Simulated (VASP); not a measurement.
# HfN in VASP: notebook, part 2 of 2

VASP 6.6.1.

**5. Single point, PBE**

This run uses another cell than the first one, of 11.87 Å³/atom, 1.025 times its volume.

Input file INCAR:

```
SYSTEM = HfN
ALGO     = Normal         ! electronic algorithm
EDIFF    = 1E-6           ! SCF threshold, eV
ENCUT    = 600            ! plane-wave cutoff, eV
GGA      = PE             ! functional
GGA_COMPAT= .FALSE.      
ISIF     = 2              ! what is computed and relaxed
ISMEAR   = 0              ! smearing method
LASPH    = .TRUE.         ! aspherical terms in the spheres
LCHARG   = .TRUE.         ! write CHGCAR
LELF     = .TRUE.         ! ELF
LREAL    = .FALSE.        ! projectors in reciprocal space
LVHAR    = .TRUE.       
LWAVE    = .FALSE.        ! write WAVECAR
NBANDS   = 14             ! bands
NELM     = 120            ! most SCF steps
PREC     = Accurate       ! precision mode
SIGMA    = 0.05           ! smearing width, eV
```

Input file KPOINTS:

```
k-points
0
G
  8 8 8
  0 0 0
```

Input file POSCAR:

```
HfN
1.0
    0.0000000000      2.2808981402      2.2808981402
    2.2808981402      0.0000000000      2.2808981402
    2.2808981402      2.2808981402      0.0000000000
Hf N
1 1
Direct
    0.5000000000      0.5000000000      0.5000000000
    0.0000000000      0.0000000000      0.0000000000
```

Potentials or basis: VASP PAW PBE potentials, release 64 (Hf_pv, N).

Run with:

```sh
> cat potpaw_PBE.64/Hf_pv/POTCAR potpaw_PBE.64/N/POTCAR > POTCAR
> mpirun -np 1 vasp_std > vasp.out
```

OUTCAR:

```text
SYSTEM = HfN
   EDIFF = 1E-6
   ENCUT = 600
   GGA = PE
   ISIF = 2
   ISMEAR = 0
   LASPH = .TRUE.
   LREAL = .FALSE.
   NELM = 120
   PREC = Accurate

 ion  position               nearest neighbor table
   1  0.500  0.500  0.500-   2 2.28   2 2.28   2 2.28   2 2.28   2 2.28   2 2.28
   2  0.000  0.000  0.000-   1 2.28   1 2.28   1 2.28   1 2.28   1 2.28   1 2.28

  LATTYP: Found a face centered cubic cell.
 ALAT       =     4.5617962804

  Lattice vectors:

 A1 = (   0.0000000000,   2.2808981402,   2.2808981402)
 A2 = (   2.2808981402,   0.0000000000,   2.2808981402)
 A3 = (   2.2808981402,   2.2808981402,   0.0000000000)

Analysis of symmetry for initial positions (statically):
=====================================================================
 Subroutine PRICEL returns:
 Original cell was already a primitive cell.

 Routine SETGRP: Setting up the symmetry group for a
 face centered cubic supercell.

 Subroutine GETGRP returns: Found 48 space group operations
 (whereof 48 operations were pure point group operations)
 out of a pool of 48 trial point group operations.

The static configuration has the point symmetry O_h .

Analysis of symmetry for dynamics (positions and initial velocities):
[... 166 lines left out ...]

 k-point     1 :       0.0000    0.0000    0.0000
  band No.  band energies     occupation
      1     -23.1485      2.00000
      2     -23.1485      2.00000
      3     -23.1485      2.00000
      4      -9.2025      2.00000
      5       5.1461      2.00000
      6       5.1461      2.00000
      7       5.1461      2.00000
      8       7.7934      2.00000
      9       7.7934      2.00000
     10       7.7934      2.00000
     11       9.6563      0.00000
     12      10.0221      0.00000
     13      10.0221      0.00000
     14      17.6194      0.00000
[... 377 lines left out ...]
      1     -23.8683      2.00000
      2     -23.4412      2.00000
      3     -23.3002      2.00000
      4      -7.1177      2.00000
      5       0.5289      2.00000
      6       2.4557      2.00000
      7       2.5497      2.00000
      8       9.7082      0.00000
      9      10.1167      0.00000
     10      12.3170      0.00000
     11      14.1891      0.00000
     12      15.5886      0.00000
     13      17.2102      0.00000
     14      18.4218      0.00000

 [... further k-points ...]
[... 5 lines left out ...]
  --------------------------------------------------------------------------------------
  -------------------------------------------------------------------------------------
  Total       -0.6788565     -0.6788565     -0.6788565      0.0000000      0.0000000     -0.0000000
  in kB      -45.8290563    -45.8290563    -45.8290563      0.0000000      0.0000000     -0.0000000
  external PRESSURE =     -45.8290563 kB  Pullay stress =       0.0000000 kB

 VOLUME and BASIS-vectors are now :
 -----------------------------------------------------------------------------
  energy-cutoff  :      600.00
  volume of cell :       23.73
      direct lattice vectors                 reciprocal lattice vectors
     0.000000000  2.280898140  2.280898140    -0.219211893  0.219211893  0.219211893
     2.280898140  0.000000000  2.280898140     0.219211893 -0.219211893  0.219211893
     2.280898140  2.280898140  0.000000000     0.219211893  0.219211893 -0.219211893

 POSITION                                       TOTAL-FORCE (eV/Angst)
 -----------------------------------------------------------------------------------
      2.28090      2.28090      2.28090         0.000000      0.000000      0.000000
      0.00000      0.00000      0.00000        -0.000000     -0.000000     -0.000000
 -----------------------------------------------------------------------------------
    total drift:                                0.000000      0.000000      0.000000

  FREE ENERGIE OF THE ION-ELECTRON SYSTEM (eV)
  ---------------------------------------------------
  free  energy   TOTEN  =       -21.7391829626 eV

  energy  without entropy=      -21.7376990177  energy(sigma->0) =      -21.73844099
```

OSZICAR:

```text
N       E                     dE             d eps       ncg     rms          rms(c)
DAV:   1     0.351045573892E+02    0.35105E+02   -0.86471E+03   812   0.115E+03
DAV:   2    -0.226996410585E+02   -0.57804E+02   -0.52907E+02  1078   0.247E+02
DAV:   3    -0.247559712551E+02   -0.20563E+01   -0.20460E+01   920   0.374E+01
DAV:   4    -0.247640869944E+02   -0.81157E-02   -0.81139E-02  1024   0.263E+00
DAV:   5    -0.247641457979E+02   -0.58803E-04   -0.58803E-04   922   0.199E-01    0.463E+01
DAV:   6    -0.218560848648E+02    0.29081E+01   -0.84440E+00   902   0.228E+01    0.396E+01
DAV:   7    -0.217690901287E+02    0.86995E-01   -0.48379E-01  1004   0.626E+00    0.260E+01
DAV:   8    -0.217472022988E+02    0.21888E-01   -0.13766E-01   926   0.327E+00    0.677E+00
DAV:   9    -0.217393132459E+02    0.78891E-02   -0.22037E-02   932   0.123E+00    0.205E+00
DAV:  10    -0.217392134035E+02    0.99842E-04   -0.13406E-03  1054   0.343E-01    0.418E-01
DAV:  11    -0.217391857616E+02    0.27642E-04   -0.74021E-05   950   0.850E-02    0.121E-01
DAV:  12    -0.217391832440E+02    0.25176E-05   -0.83397E-06  1106   0.245E-02    0.141E-02
DAV:  13    -0.217391829626E+02    0.28143E-06   -0.25460E-07   520   0.543E-03
   1 F= -.21739183E+02 E0= -.21738441E+02  d E =-.148394E-02
```

stdout:

```text
POSCAR found type information on POSCAR HfN
 POSCAR found :  2 types and       2 ions
 scaLAPACK will be used
 LDA part: xc-table for (Slater+PW92), standard interpolation
 POSCAR, INCAR and KPOINTS ok, starting setup
 FFT: planning ... GRIDC
 FFT: planning ... GRID_SOFT
 FFT: planning ... GRID
 WAVECAR not read
 entering main loop
```

Run time: 9.9 s. Hardware: 1 thread of AMD EPYC 9R45 (Zen 5), shared host; peak memory 0.13 GiB.

What came out:

* Free energy: -21.7392 eV
* Pressure: -4.6 GPa

Levels at points of the mesh, in eV from the Fermi level:
| k point | band 4 | band 5 | band 6 | band 7 | band 8 | band 9 | band 10 | band 11 | band 12 | band 13 |
| --- | --- | --- | --- | --- | --- | --- | --- | --- | --- | --- |
| (0.00, 0.00, 0.00) | -17.32 | -2.97 | -2.97 | -2.97 | -0.32 | -0.32 | -0.32 | 1.54 | 1.90 | 1.90 |
| (0.50, 0.00, 0.00) | -14.76 | -8.70 | -6.02 | -6.02 | 3.16 | 3.56 | 3.56 | 4.29 | 8.50 | 8.50 |
| (0.50, 0.50, 0.00) | -16.24 | -5.40 | -3.67 | -3.66 | -3.66 | 3.95 | 5.27 | 5.31 | 5.31 | 7.64 |

Caveat: spin-orbit coupling is left out, which moves the levels of the heavy elements.

**6. Single point, PBE**

This run uses another cell than the first one, of 11.77 Å³/atom, 1.016 times its volume.

Input file INCAR:

```
SYSTEM = HfN
ALGO = Normal ; EDIFF = 1E-6
ENCUT = 600 ; GGA = PE
GGA_COMPAT = .False. ; ISIF = 2
ISMEAR = 0 ; LASPH = .True.
LCHARG = .False. ; LREAL = .False.
LWAVE = .False. ; NBANDS = 14
NELM = 120 ; PREC = Accurate
SIGMA = 0.05
```

Input file KPOINTS:

```
k-points
0
Gamma
  8 8 8
  0 0 0
```

Input file POSCAR:

```
HfN
1.0
    0.0000000000      2.2745866194      2.2745866194
    2.2745866194      0.0000000000      2.2745866194
    2.2745866194      2.2745866194      0.0000000000
Hf N
1 1
Direct
    0.5000000000      0.5000000000      0.5000000000
    0.0000000000      0.0000000000      0.0000000000
```

Potentials or basis: VASP PAW PBE potentials, release 64 (Hf_pv, N).

Run with:

```sh
> cat potpaw_PBE.64/Hf_pv/POTCAR potpaw_PBE.64/N/POTCAR > POTCAR
> mpirun -np 1 vasp_std > vasp.out
```

OUTCAR:

```text
SYSTEM = HfN
   EDIFF = 1E-6
   ENCUT = 600
   GGA = PE
   ISIF = 2
   ISMEAR = 0
   LASPH = .True.
   LREAL = .False.
   NELM = 120
   PREC = Accurate

 ion  position               nearest neighbor table
   1  0.500  0.500  0.500-   2 2.27   2 2.27   2 2.27   2 2.27   2 2.27   2 2.27
   2  0.000  0.000  0.000-   1 2.27   1 2.27   1 2.27   1 2.27   1 2.27   1 2.27

  LATTYP: Found a face centered cubic cell.
 ALAT       =     4.5491732388

  Lattice vectors:

 A1 = (   0.0000000000,   2.2745866194,   2.2745866194)
 A2 = (   2.2745866194,   0.0000000000,   2.2745866194)
 A3 = (   2.2745866194,   2.2745866194,   0.0000000000)

Analysis of symmetry for initial positions (statically):
=====================================================================
 Subroutine PRICEL returns:
 Original cell was already a primitive cell.

 Routine SETGRP: Setting up the symmetry group for a
 face centered cubic supercell.

 Subroutine GETGRP returns: Found 48 space group operations
 (whereof 48 operations were pure point group operations)
 out of a pool of 48 trial point group operations.

The static configuration has the point symmetry O_h .

Analysis of symmetry for dynamics (positions and initial velocities):
=====================================================================
 Subroutine PRICEL returns:
 Original cell was already a primitive cell.

 Routine SETGRP: Setting up the symmetry group for a
 face centered cubic supercell.

 Subroutine GETGRP returns: Found 48 space group operations
 (whereof 48 operations were pure point group operations)
 out of a pool of 48 trial point group operations.

The dynamic configuration has the point symmetry O_h .

 Subroutine INISYM returns: Found 48 space group operations
 (whereof 48 operations are pure point group operations),
 and found     1 'primitive' translations

----------------------------------------------------------------------------------------

[... 116 lines left out ...]
   LORBIT       =      0    0 simple, 1 ext, 2 COOP (PROOUT), +10 PAW based schemes
   GGA     = PE    functional components
   LHFCALC =     F    Hartree Fock is set to
   AEXX    =    0.0000 exact exchange contribution
   IVDW    =     0    specifies the selected vdW correction
   LEPSILON=     F    determine dielectric tensor
   LRPA    =     F    only Hartree local field effects (RPA)
 non-spin polarized calculation
 Gauss-broadening in eV      SIGMA  =   0.05
  energy-cutoff  :      600.00
  volume of cell :       23.54
 maximum number of plane-waves:       817
 NGX is ok and might be reduce to    28
   NGX = 13   NGY = 13   NGZ = 13

 number of electron      15.0000000 magnetization

 Free energy of the ion-electron system (eV)
  ---------------------------------------------------
  ext. energy  EPLUGINS =         0.00000000
  ---------------------------------------------------
  free energy    TOTEN  =       -21.74321463 eV

  energy without entropy =      -21.74172323  energy(sigma->0) =      -21.74246893

 E-fermi :   8.1926     XC(G=0): -12.6249

 val. band max:        8.1526561779   @ k =   0.1250   0.0000   0.0000
 cond. band min:       8.2037407162   @ k =   0.3750   0.1250   0.0000
 fundamental gap:      0.0510845383
 Fermi energy:         8.1926067249

 k-point     1 :       0.0000    0.0000    0.0000
  band No.  band energies     occupation
      1     -23.0426      2.00000
      2     -23.0426      2.00000
      3     -23.0426      2.00000
      4      -9.1784      2.00000
      5       5.2095      2.00000
      6       5.2095      2.00000
      7       5.2095      2.00000
      8       7.8627      2.00000
      9       7.8627      2.00000
     10       7.8627      2.00000
     11       9.8068      0.00000
     12      10.1157      0.00000
     13      10.1157      0.00000
     14      17.7127      0.00000
[... 377 lines left out ...]
      1     -23.7854      2.00000
      2     -23.3442      2.00000
      3     -23.1987      2.00000
      4      -7.0639      2.00000
      5       0.5652      2.00000
      6       2.5039      2.00000
      7       2.5907      2.00000
      8       9.7985      0.00000
      9      10.2116      0.00000
     10      12.4388      0.00000
     11      14.3437      0.00000
     12      15.7493      0.00000
     13      17.3683      0.00000
     14      18.6105      0.00000

 [... further k-points ...]
[... 5 lines left out ...]
  --------------------------------------------------------------------------------------
  -------------------------------------------------------------------------------------
  Total       -0.3614990     -0.3614990     -0.3614990      0.0000000     -0.0000000      0.0000000
  in kB      -24.6082239    -24.6082239    -24.6082239      0.0000000     -0.0000000      0.0000000
  external PRESSURE =     -24.6082239 kB  Pullay stress =       0.0000000 kB

 VOLUME and BASIS-vectors are now :
 -----------------------------------------------------------------------------
  energy-cutoff  :      600.00
  volume of cell :       23.54
      direct lattice vectors                 reciprocal lattice vectors
     0.000000000  2.274586619  2.274586619    -0.219820162  0.219820162  0.219820162
     2.274586619  0.000000000  2.274586619     0.219820162 -0.219820162  0.219820162
     2.274586619  2.274586619  0.000000000     0.219820162  0.219820162 -0.219820162

 POSITION                                       TOTAL-FORCE (eV/Angst)
 -----------------------------------------------------------------------------------
      2.27459      2.27459      2.27459         0.000000      0.000000      0.000000
      0.00000      0.00000      0.00000        -0.000000      0.000000     -0.000000
 -----------------------------------------------------------------------------------
    total drift:                                0.000000      0.000000      0.000000

  FREE ENERGIE OF THE ION-ELECTRON SYSTEM (eV)
  ---------------------------------------------------
  free  energy   TOTEN  =       -21.7432146266 eV

  energy  without entropy=      -21.7417232298  energy(sigma->0) =      -21.74246893
```

It took 9.4 s on 1 thread of AMD EPYC 9R45 (Zen 5), shared host; peak memory 0.13 GiB.

What came out:

```
Free energy : -21.7432 eV
Pressure    : -2.5 GPa
```

Levels at points of the mesh, in eV from the Fermi level:
```tsv
k point	band 4	band 5	band 6	band 7	band 8	band 9	band 10	band 11	band 12	band 13
(0.00, 0.00, 0.00)	-17.37	-2.98	-2.98	-2.98	-0.33	-0.33	-0.33	1.61	1.92	1.92
(0.50, 0.00, 0.00)	-14.76	-8.75	-6.07	-6.07	3.19	3.60	3.60	4.33	8.60	8.60
(0.50, 0.50, 0.00)	-16.28	-5.40	-3.71	-3.66	-3.66	3.99	5.36	5.37	5.37	7.74
```

Caveat: spin-orbit coupling is left out, which moves the levels of the heavy elements.

**7. Summary**

```csv
level,cell,k mesh,cutoff (eV),gap on the mesh (eV),pressure (GPa)
r2SCAN,"a = 3.199 Å, angles 60.0°, 2 atoms",12 × 12 × 12,520,none,-2.3
r2SCAN,"a = 3.200, b = 3.215 Å, angles 59.8, 59.7, 59.8°, 2 atoms",12 × 12 × 12,520,none,-2.6
PBE,"a = 3.205 Å, angles 60.0°, 2 atoms",8 × 8 × 8,600,none,0.4
PBE,"a = 3.226 Å, angles 60.0°, 2 atoms",8 × 8 × 8,600,none,-4.6
PBE,"a = 3.217 Å, angles 60.0°, 2 atoms",8 × 8 × 8,600,none,-2.5
```

Alike in all rows: task single point; potentials or basis VASP PAW PBE potentials, release 64 (Hf_pv, N); no spin polarisation; smearing gaussian 0.05 eV.

Caveats: spin-orbit coupling is left out, which moves the levels of the heavy elements; the PAW data sets were made with another functional, which shifts forces and pressure a little (some runs).

Total energies depend on the potentials used, so only differences within one code and one set of settings carry meaning.
